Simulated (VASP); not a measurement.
CoO: single point with PBE

CoO:

```xyz
2
Lattice="0.0000 2.1315 2.1315 2.1315 0.0000 2.1315 2.1315 2.1315 0.0000" Properties=species:S:1:pos:R:3 pbc="T T T"
Co    0.0000    0.0000    0.0000
O     2.1315    2.1315    2.1315
```

| Item | Value |
| --- | --- |
| Program | VASP 6.6.1 |
| Task | single point |
| Functional | PBE |
| Potentials or basis | VASP PAW PBE potentials, release 64 (Co_sv, O) |
| Cutoff | 700 eV |
| k mesh | 11 × 11 × 11 |
| Occupations | fermi-dirac, width 0.05 eV |
| Spin | collinear spin, ferromagnetic start |
| Starting moments | [2.0, 0.0] μB |
| Dipole correction | no |
| Further INCAR settings | ALGO = Normal; EDIFF = 1e-06; NBANDS = 22 |

The pressure is -3.0 GPa and the net moment is 2.92 μB per cell. The site moments are Co +2.52; O +0.29 μB and the valence electrons inside the program's atomic spheres are Co 14.87; O 4.98.

Levels at points of the mesh, in eV from the Fermi level:
Spin up:
```tsv
k point	band 9	band 10	band 11	band 12	band 13	band 14	band 15	band 16	band 17	band 18
(0.00, 0.00, 0.00)	-3.16	-3.16	-3.08	-3.08	-3.08	0.91	16.75	18.01	18.01	18.01
```
Spin down:
```csv
k point,band 7,band 8,band 9,band 10,band 11,band 12,band 13,band 14
"(0.00, 0.00, 0.00)",-2.61,-2.61,-1.10,-1.10,-1.10,0.09,0.09,1.46
```

It took 98 s on 1 thread of Intel(R) Xeon(R) Platinum 8259CL CPU @ 2.50GHz (Skylake/Cascade Lake), on a shared host, peak memory 0.21 GiB.

Caveat: a cell with one magnetic atom can't hold antiferromagnetic order, which such compounds often take; semilocal functionals often make such compounds metallic where correlation or magnetic order opens a gap, which also shifts bond lengths. With open d or f shells a metallic result of PBE can be an artefact of self-interaction; +U or a hybrid may open a gap.
